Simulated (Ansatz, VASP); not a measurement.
One calculation of SrCl2, two programs

```xyz
3
Lattice="4.4072 0.0000 0.0000 -2.2036 3.8168 0.0000 0.0000 0.0000 5.5961" Properties=species:S:1:pos:R:3 pbc="T T T"
Sr    0.0000    0.0000    0.0000
Cl    0.0000    2.5445    1.3917
Cl    2.2036    1.2723    4.2044
```

Alike in both runs: task single point; functional PBE-based screened hybrid with a share of 0.5 of exact exchange and HFSCREEN = 0.1; k mesh 6 × 6 × 2; no spin polarisation.

|  | VASP | Ansatz |
| --- | --- | --- |
| version | VASP 6.6.1 | Ansatz 0.2.0 |
| potentials or method | VASP PAW PBE potentials, release 64 (Sr_sv, Cl) | plane waves |
| plane-wave cutoff (eV) | 520 | 420 |
| occupations | gaussian, width 0.01 eV | fixed |
| valence electrons in the cell | 24 | 24 |

```tsv
	VASP	Ansatz	Ansatz less VASP
gap on the k mesh at the Fermi level (eV)	8.50	8.50	+0.001
pressure (GPa)	0.4	0.3	-0.03
traceless stress, the component that is largest in VASP (GPa)	0.00	0.08	+0.077
rms of the force components (eV/Å)	0.046	0.056	+0.0098
```

VASP's potentials were made for PBE, not for PBE-based screened hybrid. Atom by atom the forces differ by 0.010 eV/Å (rms over components). Ansatz's warnings: stress exchange threshold loose, stress scf threshold loose.

The k mesh is coarse, so the values compare programs but aren't converged.
